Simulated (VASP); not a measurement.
# ZnS (F-43m) in VASP: further runs

ZnS is run at these levels: r2SCAN; tasks: single point.

Everything below comes from runs of VASP 6.6.1. Logs are shortened: lines on timing, memory, paths and dates and some standing lists are left out, and cuts for length are marked.

**Experimental background.**

“Electronic, vibrational, and thermodynamic properties of ZnS (zincblende and rocksalt structure)”, 2009, arxiv:0911.5022 quotes, for a bulk crystal of ZnS at 19 K: band gap 3.85 eV (direct).

How close the calculation comes is told below.

### Step 1. The cell of the first run

The structure is cubic, space group F-43m (No. 216). The conventional cell has a = 5.390 Å, b = 5.390 Å, c = 5.390 Å, α = 90.00°, β = 90.00°, γ = 90.00°. Zn (site symmetry -43m) has 4 S at 2.33 Å within 3.1 Å. S (site symmetry -43m) has 4 Zn at 2.33 Å within 3.1 Å.

### Step 2. Single point, r2SCAN

POSCAR

```
ZnS
1.0
    0.0000000000      2.6951814900      2.6951814900
    2.6951814900      0.0000000000      2.6951814900
    2.6951814900      2.6951814900      0.0000000000
Zn S
1 1
Direct
    0.2500000000      0.2500000000      0.2500000000
    0.0000000000      0.0000000000      0.0000000000
```

INCAR.step1

```
SYSTEM = ZnS
PREC = Accurate ; ENCUT = 520
ISMEAR = -1 ; SIGMA = 0.02
LREAL = .FALSE. ; LASPH = .TRUE.
NELM = 60 ; NBANDS = 16
GGA = PE ; ALGO = Normal
EDIFF = 1E-4 ; LWAVE = .TRUE.
LCHARG = .FALSE.
```

INCAR.step2

```
SYSTEM = ZnS
PREC = Accurate ; ENCUT = 520
EDIFF = 1E-7 ; ISMEAR = -1
SIGMA = 0.02 ; LREAL = .FALSE.
LASPH = .TRUE. ; NELM = 60
ALGO = Normal ; ISIF = 2
LWAVE = .FALSE. ; LCHARG = .FALSE.
METAGGA = R2SCAN ; LMIXTAU = .TRUE.
NBANDS = 16 ; ISTART = 1
```

KPOINTS

```
Automatic mesh
0
G
  10 10 10
  0 0 0
```

Potentials or basis: VASP PAW PBE potentials, release 64 (Zn, S).

Command:

```
cat potpaw_PBE.64/Zn/POTCAR potpaw_PBE.64/S/POTCAR > POTCAR
cp INCAR.step1 INCAR
mpirun -np 1 vasp_std > vasp.out
cp INCAR.step2 INCAR
mpirun -np 1 vasp_std > vasp.out
```

OUTCAR:

```text
SYSTEM = ZnS
   PREC = Accurate
   ENCUT = 520
   EDIFF = 1E-7
   ISMEAR = -1
   LREAL = .FALSE.
   LASPH = .TRUE.
   NELM = 60
   ISIF = 2
   METAGGA = R2SCAN
   ISTART = 1

 ion  position               nearest neighbor table
   1  0.250  0.250  0.250-   2 2.33   2 2.33   2 2.33   2 2.33
   2  0.000  0.000  0.000-   1 2.33   1 2.33   1 2.33   1 2.33

  LATTYP: Found a face centered cubic cell.
 ALAT       =     5.3903629800

  Lattice vectors:

 A1 = (   0.0000000000,   2.6951814900,   2.6951814900)
 A2 = (   2.6951814900,   0.0000000000,   2.6951814900)
 A3 = (   2.6951814900,   2.6951814900,   0.0000000000)

Analysis of symmetry for initial positions (statically):
=====================================================================
 Subroutine PRICEL returns:
 Original cell was already a primitive cell.

 Routine SETGRP: Setting up the symmetry group for a
 face centered cubic supercell.

 Subroutine GETGRP returns: Found 24 space group operations
 (whereof 24 operations were pure point group operations)
 out of a pool of 48 trial point group operations.

The static configuration has the point symmetry T_d .

Analysis of symmetry for dynamics (positions and initial velocities):
=====================================================================
 Subroutine PRICEL returns:
 Original cell was already a primitive cell.

 Routine SETGRP: Setting up the symmetry group for a
 face centered cubic supercell.

 Subroutine GETGRP returns: Found 24 space group operations
 (whereof 24 operations were pure point group operations)
 out of a pool of 48 trial point group operations.

The dynamic configuration has the point symmetry T_d .

 Subroutine INISYM returns: Found 24 space group operations
 (whereof 24 operations are pure point group operations),
 and found     1 'primitive' translations

----------------------------------------------------------------------------------------

                                     Primitive cell

  volume of cell :      39.1556

  direct lattice vectors                    reciprocal lattice vectors
     0.000000000  2.695181490  2.695181490    -0.185516264  0.185516264  0.185516264
     2.695181490  0.000000000  2.695181490     0.185516264 -0.185516264  0.185516264
     2.695181490  2.695181490  0.000000000     0.185516264  0.185516264 -0.185516264

  length of vectors
     3.811562216  3.811562216  3.811562216     0.321323594  0.321323594  0.321323594

  position of ions in fractional coordinates (direct lattice)
     0.250000000  0.250000000  0.250000000
     0.000000000  0.000000000  0.000000000

  ion indices of the primitive-cell ions
   primitive index   ion index
                 1           1
                 2           2

----------------------------------------------------------------------------------------

 KPOINTS: Automatic mesh

Automatic generation of k-mesh.
 Grid dimensions read from file:
 generate k-points for:   10   10   10

 Generating k-lattice:

  Cartesian coordinates                     Fractional coordinates (reciprocal lattice)
    -0.018551626  0.018551626  0.018551626     0.100000000  0.000000000  0.000000000
     0.018551626 -0.018551626  0.018551626     0.000000000  0.100000000  0.000000000
     0.018551626  0.018551626 -0.018551626     0.000000000  0.000000000  0.100000000

  Length of vectors
     0.032132359  0.032132359  0.032132359

  Shift w.r.t. Gamma in fractional coordinates (k-lattice)
     0.000000000  0.000000000  0.000000000

 Subroutine IBZKPT returns following result:
 ===========================================

 Found     47 irreducible k-points:

 Following reciprocal coordinates:
            Coordinates               Weight
  0.000000  0.000000  0.000000      1.000000
  0.100000  0.000000  0.000000      8.000000
  0.200000  0.000000  0.000000      8.000000
  0.300000  0.000000  0.000000      8.000000
  0.400000  0.000000  0.000000      8.000000
  0.500000  0.000000  0.000000      4.000000
[... 16 lines left out ...]
  0.300000  0.300000  0.000000      6.000000
  0.400000  0.300000  0.000000     24.000000
 [... further k-points ...]
   k-points           NKPTS =     47   k-points in BZ     NKDIM =     47   number of bands    NBANDS=     16
   number of dos      NEDOS =    301   number of ions     NIONS =      2
   total plane-waves  NPLWV =  21952
   dimension x,y,z NGX =    28 NGY =   28 NGZ =   28
   dimension x,y,z NGXF=    56 NGYF=   56 NGZF=   56
   ions per type =               1   1
   NGX,Y,Z   is equivalent  to a cutoff of  12.21, 12.21, 12.21 a.u.
   NGXF,Y,Z  is equivalent  to a cutoff of  24.43, 24.43, 24.43 a.u.
 SYSTEM =  ZnS
   PREC   = accura    normal or accurate (medium, high low for compatibility)
   ISTART =      1    job   : 0-new  1-cont  2-samecut
   ICHARG =      0    charge: 1-file 2-atom 10-const
   ISPIN  =      1    spin polarized calculation?
   LNONCOLLINEAR =      F non collinear calculations
   LSORBIT =      F    spin-orbit coupling
   LASPH  =      T    aspherical Exc in radial PAW
   ENCUT  =  520.0 eV  38.22 Ry    6.18 a.u.   7.09  7.09  7.09*2*pi/ulx,y,z
   NELM   =     60;   NELMIN=  2; NELMDL=  0     # of ELM steps
   EDIFF  = 0.1E-06   stopping-criterion for ELM
   LREAL  =      F    real-space projection
   EDIFFG = 0.1E-05   stopping-criterion for IOM
   NSW    =      0    number of steps for IOM
   IBRION =     -1    ionic relax: 0-MD 1-quasi-New 2-CG
   NFREE  =      0    steps in history (QN), initial steepest desc. (CG)
   ISIF   =      2    stress and relaxation
   ISYM   =      2    0-nonsym 1-usesym 2-fastsym
   POTIM  = 0.5000    time-step for ionic-motion
   TEBEG  =    0.0;   TEEND  =   0.0 temperature during run
   PSTRESS=    0.0 pullay stress
   NELECT =      18.0000    total number of electrons
   NUPDOWN=      -1.0000    fix difference up-down
   EMIN   =  10.00;   EMAX   =-10.00  energy-range for DOS
   EFERMI =   0.00;   METHOD = LEGACY
   ISMEAR =    -1;   SIGMA  =   0.02  broadening in eV -4-tet -1-fermi 0-gaus
   EFERMI_NEDOS =   21; number of points for ismear=-14 and -15
   IALGO  =     38    algorithm
   IMIX   =      4    mixing-type and parameters
     AMIX     =   0.40;   BMIX     =  1.00
     AMIX_MAG =   1.60;   BMIX_MAG =  1.00
  volume/ion in A,a.u.               =      19.58       132.12
  Fermi-wavevector in a.u.,A,eV,Ry     =   1.263478  2.387627 21.720020  1.596376
  Thomas-Fermi vector in A             =   2.396833
   LORBIT       =      0    0 simple, 1 ext, 2 COOP (PROOUT), +10 PAW based schemes
   METAGGA = R2SCAN    functional components
   LHFCALC =     F    Hartree Fock is set to
   AEXX    =    0.0000 exact exchange contribution
   IVDW    =     0    specifies the selected vdW correction
   LEPSILON=     F    determine dielectric tensor
   LRPA    =     F    only Hartree local field effects (RPA)
 non-spin polarized calculation
  energy-cutoff  :      520.00
  volume of cell :       39.16
 maximum number of plane-waves:      1073
   NGX = 15   NGY = 15   NGZ = 15

 number of electron      18.0000005 magnetization

 Free energy of the ion-electron system (eV)
  ---------------------------------------------------
  ext. energy  EPLUGINS =         0.00000000
  ---------------------------------------------------
  free energy    TOTEN  =       -18.86640373 eV

  energy without entropy =      -18.86640373  energy(sigma->0) =      -18.86640373

 E-fermi :   2.2755     XC(G=0): -10.3226

 val. band max:        1.9020452178   @ k =   0.0000   0.0000   0.0000
 cond. band min:       4.6122024910   @ k =   0.0000   0.0000   0.0000
 fundamental gap:      2.7101572732
 Fermi energy:         2.2754552542

 k-point     1 :       0.0000    0.0000    0.0000
  band No.  band energies     occupation
      1     -11.8279      2.00000
      2      -4.6276      2.00000
      3      -4.6276      2.00000
      4      -4.6276      2.00000
      5      -4.0719      2.00000
      6      -4.0719      2.00000
[... 8 lines left out ...]
     15      14.2150      0.00000
     16      14.4877      0.00000

 k-point     2 :       0.1000    0.0000    0.0000
  band No.  band energies     occupation
      1     -11.7496      2.00000
      2      -4.6265      2.00000
      3      -4.6129      2.00000
      4      -4.6128      2.00000
      5      -4.0731      2.00000
      6      -4.0731      2.00000
[... 8 lines left out ...]
     15      13.7576      0.00000
     16      15.0953      0.00000

 k-point     3 :       0.2000    0.0000    0.0000
  band No.  band energies     occupation
      1     -11.5336      2.00000
      2      -4.6048      2.00000
      3      -4.5761      2.00000
      4      -4.5761      2.00000
      5      -4.0731      2.00000
      6      -4.0731      2.00000
[... 8 lines left out ...]
     15      13.3288      0.00000
     16      15.0610      0.00000

 k-point     4 :       0.3000    0.0000    0.0000
  band No.  band energies     occupation
      1     -11.2406      2.00000
      2      -4.5359      2.00000
      3      -4.5359      2.00000
      4      -4.5090      2.00000
      5      -4.0650      2.00000
      6      -4.0649      2.00000
[... 8 lines left out ...]
     15      13.7389      0.00000
     16      14.4680      0.00000

 k-point     5 :       0.4000    0.0000    0.0000
  band No.  band energies     occupation
      1     -10.9770      2.00000
      2      -4.5093      2.00000
      3      -4.5092      2.00000
      4      -4.2564      2.00000
      5      -4.0500      2.00000
      6      -4.0499      2.00000
[... 8 lines left out ...]
     15      14.9510      0.00000
     16      14.9510      0.00000

 k-point     6 :       0.5000    0.0000    0.0000
  band No.  band energies     occupation
      1     -10.8686      2.00000
      2      -4.5007      2.00000
      3      -4.5007      2.00000
      4      -4.0419      2.00000
      5      -4.0418      2.00000
      6      -3.8715      2.00000
[... 8 lines left out ...]
     15      15.9835      0.00000
     16      15.9835      0.00000

 k-point     7 :       0.1000    0.1000    0.0000
  band No.  band energies     occupation
      1     -11.7235      2.00000
      2      -4.6399      2.00000
      3      -4.6008      2.00000
      4      -4.6008      2.00000
      5      -4.0832      2.00000
      6      -4.0643      2.00000
[... 8 lines left out ...]
     15      14.3513      0.00000
     16      15.3890      0.00000

 k-point     8 :       0.2000    0.1000    0.0000
  band No.  band energies     occupation
      1     -11.5531      2.00000
      2      -4.6376      2.00000
      3      -4.5654      2.00000
      4      -4.5641      2.00000
      5      -4.0916      2.00000
      6      -4.0575      2.00000
[... 8 lines left out ...]
     15      14.2195      0.00000
     16      16.0948      0.00000

 k-point     9 :       0.3000    0.1000    0.0000
  band No.  band energies     occupation
      1     -11.2842      2.00000
      2      -4.5885      2.00000
      3      -4.5208      2.00000
      4      -4.5104      2.00000
      5      -4.0876      2.00000
      6      -4.0489      2.00000
[... 8 lines left out ...]
     15      14.4332      0.00000
     16      15.4860      0.00000
[... 172 lines left out ...]
 k-point    19 :       0.5000    0.2000    0.0000
  band No.  band energies     occupation
      1     -10.7676      2.00000
      2      -4.5122      2.00000
      3      -4.4209      2.00000
      4      -4.2158      2.00000
      5      -4.0328      2.00000
      6      -3.9173      2.00000
[... 8 lines left out ...]
     15      16.0555      0.00000
     16      17.2249      0.00000

 k-point    20 :      -0.4000    0.2000    0.0000
  band No.  band energies     occupation
      1     -10.7428      2.00000
      2      -4.4942      2.00000
      3      -4.4307      2.00000
      4      -4.1260      2.00000
      5      -4.0562      2.00000
      6      -3.8666      2.00000
[... 8 lines left out ...]
     15      14.5517      0.00000
     16      17.0132      0.00000

 k-point    21 :      -0.3000    0.2000    0.0000
  band No.  band energies     occupation
      1     -10.8929      2.00000
      2      -4.4921      2.00000
      3      -4.4631      2.00000
      4      -4.2981      2.00000
      5      -4.0826      2.00000
      6      -4.0127      2.00000
[... 8 lines left out ...]
     15      15.9156      0.00000
     16      17.0849      0.00000

 k-point    22 :      -0.2000    0.2000    0.0000
  band No.  band energies     occupation
      1     -11.1412      2.00000
      2      -4.5129      2.00000
      3      -4.5108      2.00000
      4      -4.4919      2.00000
      5      -4.0940      2.00000
      6      -4.0343      2.00000
[... 8 lines left out ...]
     15      15.5162      0.00000
     16      17.3158      0.00000

 k-point    23 :       0.3000    0.3000    0.0000
  band No.  band energies     occupation
      1     -11.0434      2.00000
      2      -4.6683      2.00000
      3      -4.4132      2.00000
      4      -4.4132      2.00000
      5      -4.1041      2.00000
      6      -4.0199      2.00000
[... 8 lines left out ...]
     15      15.3418      0.00000
     16      19.3434      0.00000

 k-point    24 :       0.4000    0.3000    0.0000
  band No.  band energies     occupation
      1     -10.8350      2.00000
      2      -4.6291      2.00000
      3      -4.3645      2.00000
      4      -4.3527      2.00000
      5      -4.0498      2.00000
      6      -4.0121      2.00000
[... 8 lines left out ...]
     15      15.9283      0.00000
     16      18.5900      0.00000

 [... further k-points ...]

------------------------ aborting loop because EDIFF is reached ----------------------------------------

  FORCE on cell =-STRESS in cart. coord.  units (eV):
  Direction    XX          YY          ZZ          XY          YZ          ZX
  --------------------------------------------------------------------------------------
  -------------------------------------------------------------------------------------
  Total       -0.0061842     -0.0061842     -0.0061842      0.0000000      0.0000000      0.0000000
  in kB       -0.2530447     -0.2530447     -0.2530447      0.0000000      0.0000000      0.0000000
  external PRESSURE =      -0.2530447 kB  Pullay stress =       0.0000000 kB

 VOLUME and BASIS-vectors are now :
 -----------------------------------------------------------------------------
  energy-cutoff  :      520.00
  volume of cell :       39.16
      direct lattice vectors                 reciprocal lattice vectors
     0.000000000  2.695181490  2.695181490    -0.185516264  0.185516264  0.185516264
     2.695181490  0.000000000  2.695181490     0.185516264 -0.185516264  0.185516264
     2.695181490  2.695181490  0.000000000     0.185516264  0.185516264 -0.185516264

 POSITION                                       TOTAL-FORCE (eV/Angst)
 -----------------------------------------------------------------------------------
      1.34759      1.34759      1.34759         0.000000     -0.000000     -0.000000
      0.00000      0.00000      0.00000        -0.000000      0.000000      0.000000
 -----------------------------------------------------------------------------------
    total drift:                               -0.000011     -0.000011     -0.000011

  FREE ENERGIE OF THE ION-ELECTRON SYSTEM (eV)
  ---------------------------------------------------
  free  energy   TOTEN  =       -18.8664037281 eV

  energy  without entropy=      -18.8664037281  energy(sigma->0) =      -18.86640373
```

Run time: 55 s. Hardware: 1 thread of Intel Xeon 6975P-C (Granite Rapids), shared host; peak memory 0.17 GiB.

What came out:

| Property | Result |
| --- | --- |
| Free energy | -18.8664 eV |
| Pressure | 0.0 GPa |
| Band gap on the k mesh | 2.71 eV, direct |

Levels at points of the mesh, in eV from the valence-band top:
```tsv
k point	band 6	band 7	band 8	band 9	band 10	band 11	band 12	band 13
(0.00, 0.00, 0.00)	-5.97	0.00	0.00	0.00	2.71	6.90	6.90	6.90
(0.50, 0.00, 0.00)	-5.77	-5.45	-0.90	-0.90	3.83	7.39	7.39	9.45
(0.50, 0.50, 0.00)	-5.76	-4.64	-2.31	-2.31	3.71	4.48	11.82	12.88
```

Caveat: the PAW data sets were made with another functional, which shifts forces and pressure a little.

(Part 1 of 2 ends here.)
